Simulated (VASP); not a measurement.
# Ta2Bi2O (P-6m2) in VASP: further runs

Ta2Bi2O is run at these levels: PBE; tasks: relaxation of cell and atoms, single point.

Everything below comes from runs of VASP 6.6.1. Logs are shortened: lines on timing, memory, paths and dates and some standing lists are left out, and cuts for length are marked.

## (1) The cell of the first run

The structure is hexagonal, space group P-6m2 (No. 187). The conventional cell has a = 4.385 Å, b = 4.385 Å, c = 6.465 Å, α = 90.00°, β = 90.00°, γ = 120.00°. Ta (site symmetry 3m) has 2 Ta at 2.75 to 3.71 Å and 3 O at 2.88 Å and 6 Bi at 2.88 to 3.14 Å within 3.8 Å. Within 4.2 Å of Bi (site symmetry -6m2) lie 6 Ta at 3.14 Å and 2 O at 3.23 Å and 6 Bi at 4.11 Å. Bi (site symmetry -6m2) has 3 O at 2.53 Å and 6 Ta at 2.88 Å within 3.3 Å. Within 3.3 Å of O (site symmetry -6m2) lie 5 Bi at 2.53 to 3.23 Å and 6 Ta at 2.88 Å.

The cell was built from a structure type or drawn by symmetry, and may not be a known phase.

## (2) Relaxation of cell and atoms, PBE

INCAR

```
SYSTEM = Ta2Bi2O
  PREC = Accurate
  ENCUT = 600
  EDIFF = 1E-7
  ISMEAR = 0
  SIGMA = 0.1
  LREAL = .FALSE.
  LASPH = .TRUE.
  NELM = 80
  ALGO = Normal
  ISIF = 3
  LWAVE = .FALSE.
  LCHARG = .FALSE.
  GGA = PE
  IBRION = 2
  NSW = 90
  EDIFFG = -0.04
```

KPOINTS

```
Automatic mesh
0
G
  6 6 4
  0 0 0
```

POSCAR

```
Ta2Bi2O
1.0
    4.3847333679      0.0000000000      0.0000000000
   -2.1923666840      3.7972904854      0.0000000000
    0.0000000000      0.0000000000      6.4649516991
Ta Bi O
2 2 1
Direct
    0.3333333333      0.6666666667      0.2869574745
    0.3333333333      0.6666666667      0.7130425255
    0.6666666667      0.3333333333      0.0000000000
    0.0000000000      0.0000000000      0.5000000000
    0.6666666667      0.3333333333      0.5000000000
```

Potentials or basis: VASP PAW PBE potentials, release 64 (Ta_pv, Bi_d, O).

Command:

```
$ cat potpaw_PBE.64/Ta_pv/POTCAR potpaw_PBE.64/Bi_d/POTCAR potpaw_PBE.64/O/POTCAR > POTCAR
$ mpirun -np 1 vasp_std > vasp.out
```

OUTCAR:

```text
SYSTEM = Ta2Bi2O
   PREC = Accurate
   ENCUT = 600
   EDIFF = 1E-7
   ISMEAR = 0
   LREAL = .FALSE.
   LASPH = .TRUE.
   NELM = 80
   ISIF = 3
   GGA = PE
   IBRION = 2
   NSW = 90
   EDIFFG = -0.04

 ion  position               nearest neighbor table
   1  0.333  0.667  0.287-   2 2.75   4 2.88   4 2.88   4 2.88   3 3.14   3 3.14   3 3.14
   2  0.333  0.667  0.713-   1 2.75   4 2.88   4 2.88   4 2.88   3 3.14   3 3.14   3 3.14
   3  0.667  0.333  0.000-   1 3.14   2 3.14   1 3.14   2 3.14   1 3.14   2 3.14
   4  0.000  0.000  0.500-   5 2.53   5 2.53   5 2.53   1 2.88   2 2.88   1 2.88   2 2.88   1 2.88
                             2 2.88
   5  0.667  0.333  0.500-   4 2.53   4 2.53   4 2.53

  LATTYP: Found a hexagonal cell.
 ALAT       =     4.3847333679
 C/A-ratio  =     1.4744229938

  Lattice vectors:

 A1 = (   4.3847333679,   0.0000000000,   0.0000000000)
 A2 = (  -2.1923666840,   3.7972904854,   0.0000000000)
 A3 = (   0.0000000000,   0.0000000000,   6.4649516991)

Analysis of symmetry for initial positions (statically):
=====================================================================
 Subroutine PRICEL returns:
 Original cell was already a primitive cell.

 Routine SETGRP: Setting up the symmetry group for a
 hexagonal supercell.

 Subroutine GETGRP returns: Found 12 space group operations
 (whereof 12 operations were pure point group operations)
 out of a pool of 24 trial point group operations.

The static configuration has the point symmetry D_3h.

Analysis of symmetry for dynamics (positions and initial velocities):
=====================================================================
 Subroutine PRICEL returns:
 Original cell was already a primitive cell.

 Routine SETGRP: Setting up the symmetry group for a
 hexagonal supercell.

 Subroutine GETGRP returns: Found 12 space group operations
 (whereof 12 operations were pure point group operations)
 out of a pool of 24 trial point group operations.

The dynamic configuration has the point symmetry D_3h.

 Subroutine INISYM returns: Found 12 space group operations
 (whereof 12 operations are pure point group operations),
 and found     1 'primitive' translations

----------------------------------------------------------------------------------------

                                     Primitive cell

  volume of cell :     107.6421

[... 77 lines left out ...]
   ions per type =               2   2   1
   NGX,Y,Z   is equivalent  to a cutoff of  13.65, 13.65, 13.89 a.u.
   NGXF,Y,Z  is equivalent  to a cutoff of  27.30, 27.30, 27.77 a.u.
 SYSTEM =  Ta2Bi2O
   PREC   = accura    normal or accurate (medium, high low for compatibility)
   ISTART =      0    job   : 0-new  1-cont  2-samecut
   ICHARG =      2    charge: 1-file 2-atom 10-const
   ISPIN  =      1    spin polarized calculation?
   LNONCOLLINEAR =      F non collinear calculations
   LSORBIT =      F    spin-orbit coupling
   LASPH  =      T    aspherical Exc in radial PAW
   ENCUT  =  600.0 eV  44.10 Ry    6.64 a.u.   8.76  8.76 12.91*2*pi/ulx,y,z
   NELM   =     80;   NELMIN=  2; NELMDL= -5     # of ELM steps
   EDIFF  = 0.1E-06   stopping-criterion for ELM
   LREAL  =      F    real-space projection
   EDIFFG = -.4E-01   stopping-criterion for IOM
   NSW    =     90    number of steps for IOM
   IBRION =      2    ionic relax: 0-MD 1-quasi-New 2-CG
   NFREE  =      1    steps in history (QN), initial steepest desc. (CG)
   ISIF   =      3    stress and relaxation
   ISYM   =      2    0-nonsym 1-usesym 2-fastsym
   POTIM  = 0.5000    time-step for ionic-motion
   TEBEG  =    0.0;   TEEND  =   0.0 temperature during run
   PSTRESS=    0.0 pullay stress
   NELECT =      58.0000    total number of electrons
   NUPDOWN=      -1.0000    fix difference up-down
   EMIN   =  10.00;   EMAX   =-10.00  energy-range for DOS
   EFERMI =   0.00;   METHOD = LEGACY
   ISMEAR =     0;   SIGMA  =   0.10  broadening in eV -4-tet -1-fermi 0-gaus
   EFERMI_NEDOS =   21; number of points for ismear=-14 and -15
   IALGO  =     38    algorithm
   IMIX   =      4    mixing-type and parameters
     AMIX     =   0.40;   BMIX     =  1.00
     AMIX_MAG =   1.60;   BMIX_MAG =  1.00
  volume/ion in A,a.u.               =      21.53       145.28
  Fermi-wavevector in a.u.,A,eV,Ry     =   1.332161  2.517419 24.145621  1.774653
  Thomas-Fermi vector in A             =   2.461117
   LORBIT       =      0    0 simple, 1 ext, 2 COOP (PROOUT), +10 PAW based schemes
   GGA     = PE    functional components
   LHFCALC =     F    Hartree Fock is set to
   AEXX    =    0.0000 exact exchange contribution
   IVDW    =     0    specifies the selected vdW correction
   LEPSILON=     F    determine dielectric tensor
   LRPA    =     F    only Hartree local field effects (RPA)
 conjugate gradient relaxation of ions
 non-spin polarized calculation
 Gauss-broadening in eV      SIGMA  =   0.10
  energy-cutoff  :      600.00
  volume of cell :      107.64
 maximum number of plane-waves:      3624
 NGX is ok and might be reduce to    36
   NGX = 17   NGY = 17   NGZ = 25

--------------------------------------- Ionic step        1  -------------------------------------------

 number of electron      58.0000001 magnetization

 Free energy of the ion-electron system (eV)
  ---------------------------------------------------
  ext. energy  EPLUGINS =         0.00000000
  ---------------------------------------------------
  free energy    TOTEN  =       -33.13332047 eV

  energy without entropy =      -33.12055271  energy(sigma->0) =      -33.12693659

------------------------ aborting loop because EDIFF is reached ----------------------------------------

  FORCE on cell =-STRESS in cart. coord.  units (eV):
  Direction    XX          YY          ZZ          XY          YZ          ZX
  --------------------------------------------------------------------------------------
  -------------------------------------------------------------------------------------
  Total        0.3082744      0.3082744     -0.9559552     -0.0000000      0.0000000      0.0000000
  in kB        4.5884476      4.5884476    -14.2287191     -0.0000000      0.0000000      0.0000000
  external PRESSURE =      -1.6839413 kB  Pullay stress =       0.0000000 kB
[... 182 lines left out ...]
--------------------------------------- Ionic step        6  -------------------------------------------

 number of electron      58.0000002 magnetization

 Free energy of the ion-electron system (eV)
  ---------------------------------------------------
  ext. energy  EPLUGINS =         0.00000000
  ---------------------------------------------------
  free energy    TOTEN  =       -33.16007617 eV

  energy without entropy =      -33.14160223  energy(sigma->0) =      -33.15083920

 E-fermi :   7.1467     XC(G=0): -11.1353

 val. band max:        7.1431457550   @ k =   0.1667   0.1667   0.5000
 cond. band min:       7.2022429914   @ k =   0.3333   0.3333   0.5000
 fundamental gap:      0.0590972364
 Fermi energy:         7.1467248230

 k-point     1 :       0.0000    0.0000    0.0000
  band No.  band energies     occupation
      1     -28.3410      2.00000
      2     -28.3410      2.00000
      3     -28.2996      2.00000
      4     -28.2723      2.00000
      5     -28.2723      2.00000
      6     -27.7125      2.00000
[... 798 lines left out ...]
  FREE ENERGIE OF THE ION-ELECTRON SYSTEM (eV)
  ---------------------------------------------------
  free  energy   TOTEN  =       -33.1600761705 eV

  energy  without entropy=      -33.1416022288  energy(sigma->0) =      -33.15083920

 reached required accuracy - stopping structural energy minimisation
```

Run time: 4.5 min. Hardware: 1 thread of Intel Xeon Platinum 8488C (Sapphire Rapids), shared host; peak memory 0.31 GiB.

Results:

| Property | Result |
| --- | --- |
| Free energy | -33.1601 eV |
| Relaxed volume | 21.32 Å³/atom |
| Relaxed cell | a = 4.430 Å, b = 4.430 Å, c = 6.272 Å, α = 90.00°, β = 90.00°, γ = 120.00° |
| Space group after relaxing (to 0.1 Å) | P-6m2 (No. 187) |
| Energy gained by relaxing | 5.4 meV/atom |
| Ionic steps | 6 |
| Pressure after relaxing | -0.1 GPa |
| Largest force after relaxing | 0.022 eV/Å |
| Band gap on the k mesh | zero (bands 29 and 30 overlap by 0.09 eV) |

Forces in eV/Å, atoms in the order of the input:
```
Ta   0.000  0.000 -0.022
Ta   0.000  0.000  0.022
Bi   0.000  0.000  0.000
Bi   0.000  0.000  0.000
O    0.000  0.000  0.000
```

Stress tensor (GPa, compression positive):
```
-0.15  0.00  0.00
 0.00 -0.15  0.00
 0.00  0.00 -0.04
```

The path:
| step | energy change (eV) | largest force (eV/Å) | pressure (GPa) | volume (Å³) |
| --- | --- | --- | --- | --- |
| 1 | 0.0000 | 0.2410 | -0.17 | 107.64 |
| 2 | -0.0136 | 0.1843 | -0.11 | 107.28 |
| 3 | -0.0262 | 0.0982 | 0.14 | 106.49 |
| 4 | -0.0263 | 0.0915 | 0.18 | 106.41 |
| 5 | -0.0258 | 0.0774 | -0.55 | 106.91 |
| 6 | -0.0268 | 0.0219 | -0.12 | 106.61 |

Final structure:
```cif
data_structure
_symmetry_space_group_name_H-M 'P 1'
_symmetry_Int_Tables_number 1
_cell_length_a 4.4303
_cell_length_b 4.4303
_cell_length_c 6.2718
_cell_angle_alpha 90.000
_cell_angle_beta 90.000
_cell_angle_gamma 120.000
_cell_volume 106.61
loop_
_atom_site_label
_atom_site_type_symbol
_atom_site_fract_x
_atom_site_fract_y
_atom_site_fract_z
_atom_site_occupancy
Ta1 Ta 0.33333 0.66667 0.28039 1
Ta2 Ta 0.33333 0.66667 0.71961 1
Bi1 Bi 0.66667 0.33333 0.00000 1
Bi2 Bi 0.00000 0.00000 0.50000 1
O1 O 0.66667 0.33333 0.50000 1
```

Caveat: spin-orbit coupling is left out, which moves the levels of the heavy elements.

## (3) Single point, PBE, collinear spin

This run uses another cell than the first one, of 21.34 Å³/atom.

INCAR

```
SYSTEM = Ta2Bi2O
ALGO = Normal ; EDIFF = 1E-6
ENCUT = 520 ; GGA = PE
ISIF = 2 ; ISMEAR = 0
ISPIN = 2 ; LASPH = .True.
LCHARG = .False. ; LMAXMIX = 4
LORBIT = 11 ; LREAL = .False.
LWAVE = .False. ; MAGMOM = 1 1 0 0 0
NBANDS = 41 ; NELM = 150
PREC = Accurate ; SIGMA = 0.1
```

KPOINTS

```
k-points
0
Gamma
  6 6 4
  0 0 0
```

POSCAR

```
Ta2Bi2O
1.0
    4.4300620947      0.0000000000      0.0000000000
   -2.2150310473      3.8365463143      0.0000000000
    0.0000000000      0.0000000000      6.2786000146
Ta Bi O
2 2 1
Direct
    0.3333333333      0.6666666667      0.2803015680
    0.3333333333      0.6666666667      0.7196984320
    0.6666666667      0.3333333333      0.0000000000
    0.0000000000      0.0000000000      0.5000000000
    0.6666666667      0.3333333333      0.5000000000
```

Potentials or basis: VASP PAW PBE potentials, release 64 (Ta_pv, Bi_d, O).

Command:

```
$ cat potpaw_PBE.64/Ta_pv/POTCAR potpaw_PBE.64/Bi_d/POTCAR potpaw_PBE.64/O/POTCAR > POTCAR
$ mpirun -np 1 vasp_std > vasp.out
```

Wall time 2 min (1 thread of Intel Xeon Platinum 8488C (Sapphire Rapids), shared host); peak memory 0.37 GiB.

Results (log left out):

```yaml
Free_energy: -33.1577 eV
Pressure: -0.3 GPa
Largest_force: 0.004 eV/Å
Band_gap_on_the_k_mesh: zero (filled and empty bands overlap)
Net_moment: 0.00 μB per cell
Valence_electrons_inside_the_program's_atomic_spheres: Ta 8.69; Bi 12.91, 13.01; O 4.84
```

Forces on the atoms (eV/Å):
```
Ta   0.000  0.000  0.004
Ta   0.000  0.000 -0.004
Bi   0.000  0.000  0.000
Bi   0.000  0.000  0.000
O    0.000  0.000  0.000
```

Levels at points of the mesh, in eV from the Fermi level:
Spin up:
```
           k point  band 25  band 26  band 27  band 28  band 29  band 30  band 31  band 32  band 33  band 34
(0.00, 0.00, 0.00)    -2.40    -1.51    -0.29    -0.29    -0.05    -0.05     0.47     0.47     1.45     1.79
(0.50, 0.00, 0.00)    -2.56    -1.87    -0.79    -0.77    -0.69     0.19     0.40     0.62     1.34     1.58
(0.00, 0.00, 0.50)    -2.48    -2.01    -2.01    -1.37    -0.97     0.23     0.23     0.62     0.69     0.69
(0.50, 0.00, 0.50)    -2.21    -2.20    -1.49    -1.14    -0.84     0.48     0.54     0.56     0.58     1.07
```
Spin down:
| k point | band 27 | band 28 | band 29 | band 30 | band 31 | band 32 |
| --- | --- | --- | --- | --- | --- | --- |
| (0.00, 0.00, 0.00) | -0.29 | -0.29 | -0.05 | -0.05 | 0.47 | 0.47 |
| (0.50, 0.00, 0.00) | -0.79 | -0.77 | -0.69 | 0.19 | 0.40 | 0.62 |
| (0.00, 0.00, 0.50) | -2.01 | -1.37 | -0.97 | 0.23 | 0.23 | 0.62 |
| (0.50, 0.00, 0.50) | -1.49 | -1.14 | -0.84 | 0.48 | 0.54 | 0.56 |

Caveat: spin-orbit coupling is left out, which moves the levels of the heavy elements.
